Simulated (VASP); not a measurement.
SnSe, 4 atoms in the cell. The cell holds a slab with vacuum, 4 atoms: a = 4.285 Å, b = 4.285 Å, c = 12.491 Å, α = 90.00°, β = 90.00°, γ = 90.00°.  This cell differs from its parent crystal: the distance across one plane changed.

```yaml
Program: VASP 6.6.1
Task: single point
Functional: r2SCAN
Potentials_or_basis: VASP PAW PBE potentials, release 64 (Sn_d, Se)
Cutoff: 520 eV
k_mesh: 6 × 6 × 3
Occupations: gaussian, width 0.05 eV
Spin: no spin polarisation
Dipole_correction: no
Further_INCAR_settings: ALGO = Normal; EDIFF = 1e-06; NBANDS = 28
```

Potentials or basis: VASP PAW PBE potentials, release 64 (Sn_d, Se).

Command:

```bash
$ cat potpaw_PBE.64/Sn_d/POTCAR potpaw_PBE.64/Se/POTCAR > POTCAR
$ cp INCAR.step1 INCAR
$ mpirun -np 1 vasp_std > vasp.out
$ cp INCAR.step2 INCAR
$ mpirun -np 1 vasp_std > vasp.out
```

Hardware: 1 thread of Intel(R) Xeon(R) 6975P-C (Granite Rapids), with other jobs on the host.

Problem. Estimate the wall time of this run.

Solution. Wall time 3.6 min on 1 thread of Intel(R) Xeon(R) 6975P-C (Granite Rapids), with other jobs on the host, peak memory 0.4 GiB. Counts: k points 20.
